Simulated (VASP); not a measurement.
InSe:

```
In Se
1.0
     4.03177    0.00000    0.00000
    -2.01589    3.49162    0.00000
     0.00000    0.00000   16.76237
In Se
4 4
Direct
  0.33333 0.66667 0.16666
  0.66667 0.33333 0.66666
  0.33333 0.66667 0.33334
  0.66667 0.33333 0.83334
  0.33333 0.66667 0.58987
  0.66667 0.33333 0.08987
  0.33333 0.66667 0.91013
  0.66667 0.33333 0.41013
```

| Quantity | Value |
| --- | --- |
| Program | VASP 6.6.1 |
| Task | relaxation of cell and atoms |
| Functional | LDA |
| Potentials or basis | VASP PAW LDA potentials, release 64 (In_d, Se) |
| Cutoff | 600 eV |
| k mesh | 12 × 12 × 2 |
| Occupations | gaussian, width 0.02 eV |
| Spin | no spin polarisation |

At the start: pressure -2.3 GPa; volume 29.50 Å³/atom.

How do energy, volume and symmetry change on relaxing?

Over 12 steps the energy falls by 9.7 meV/atom and the volume is 28.11 Å³/atom (-4.7 %); space group P6_3/mmc (No. 194, to 0.1 Å) before and after.

The path:
```csv
step,energy change (eV),largest force (eV/Å),pressure (GPa),volume (Å³)
1,0.0000,0.2844,-2.27,235.97
2,-0.0514,0.2891,1.28,221.96
3,-0.0737,0.1442,-0.09,226.75
4,-0.0768,0.0401,-0.03,226.00
5,-0.0769,0.0334,-0.02,225.86
6,-0.0774,0.0232,-0.01,225.65
7,-0.0776,0.0081,0.00,225.33
8,-0.0776,0.0092,-0.01,225.37
9,-0.0777,0.0092,0.00,225.31
10,-0.0778,0.0093,0.01,225.13
11,-0.0779,0.0093,0.03,224.78
12,-0.0779,0.0020,-0.01,224.87
```

Final structure:
```xyz
8
Lattice="3.9694 0.0000 0.0000 -1.9847 3.4376 0.0000 0.0000 0.0000 16.4799" Properties=species:S:1:pos:R:3 pbc="T T T"
In    0.0000    2.2917    2.7476
In    1.9847    1.1459   10.9876
In    0.0000    2.2917    5.4924
In    1.9847    1.1459   13.7323
Se    0.0000    2.2917    9.7136
Se    1.9847    1.1459    1.4736
Se    0.0000    2.2917   15.0063
Se    1.9847    1.1459    6.7663
```
